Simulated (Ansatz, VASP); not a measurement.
**C in VASP and in Ansatz**

Contents of INCAR:

```
PREC = Accurate ; ENCUT = 520
EDIFF = 1E-6 ; ISMEAR = 0
SIGMA = 0.15 ; LREAL = False
LASPH = True ; NELM = 100
ALGO = Normal ; ISIF = 2
LWAVE = False ; LCHARG = False
GGA = PE ; IVDW = 12
NBANDS = 16
```

The input KPOINTS:

```
Automatic mesh
0
Gamma
  18 12 10
```

POSCAR

```
C
1.0
   -2.4646600698      0.0000000000      0.0000000000
    0.0000000000      0.0000000000     -3.5719696368
    0.0000000000     -4.2689164642      0.0000000000
C
4
Direct
    0.5000000000      0.0000000000      0.1554225957
    0.0000000000      0.0000000000      0.6498005601
    0.0000000000      0.0000000000      0.3445774043
    0.5000000000      0.0000000000      0.8501994399
```

Input for Ansatz:

```yaml
crystal:
  lattice:
    - [-2.4646600698, 0.0, 0.0]
    - [0.0, 0.0, -3.5719696368]
    - [0.0, -4.2689164642, 0.0]
  atoms:
    - { symbol: C, position: [0.5, 0.0, 0.1554225957] }
    - { symbol: C, position: [0.0, 0.0, 0.6498005601] }
    - { symbol: C, position: [0.0, 0.0, 0.3445774043] }
    - { symbol: C, position: [0.5, 0.0, 0.8501994399] }
basis:
  ecutwfc: 520.0
kpoints:
  mp_grid: { grid: [18, 12, 10] }
hamiltonian:
  xc: pbe
  pseudopotentials: { kind: paw, azcp: { folder: soft_1 } }
  dispersion: d3bj
scf:
  occupations: { method: gaussian, width: 0.15 }
output:
  forces: true
  stress: true
  eigenvalues: true
```

Change from the starting cell: mode 8 frozen in at -0.012 Å and mode 12 at +0.060 Å (largest displacements).

Alike in both runs: task single point; functional PBE; dispersion D3(BJ); k mesh 18 × 12 × 10; occupations gaussian, width 0.15 eV; no spin polarisation.

|  | VASP | Ansatz |
| --- | --- | --- |
| version | VASP 6.6.1 | Ansatz 0.2.0 |
| potentials or method | VASP PAW PBE potentials, release 64 (C), cutoff 520 eV | scalar-relativistic, plane waves, PAW |
| valence electrons in the cell | 16 | 16 |

|  | VASP | Ansatz | Ansatz less VASP |
| --- | --- | --- | --- |
| gap on the k mesh at the Fermi level (eV) | none | none | - |
| pressure (GPa) | 7.5 | 7.1 | -0.34 |
| traceless stress, the component that is largest in VASP (GPa) | 18.30 | 17.89 | -0.408 |
| rms of the force components (eV/Å) | 4.296 | 4.286 | -0.0099 |

Atom by atom the forces differ by 0.010 eV/Å (rms over components). A gap of «none» marks a metal or a gap that the smearing closes.
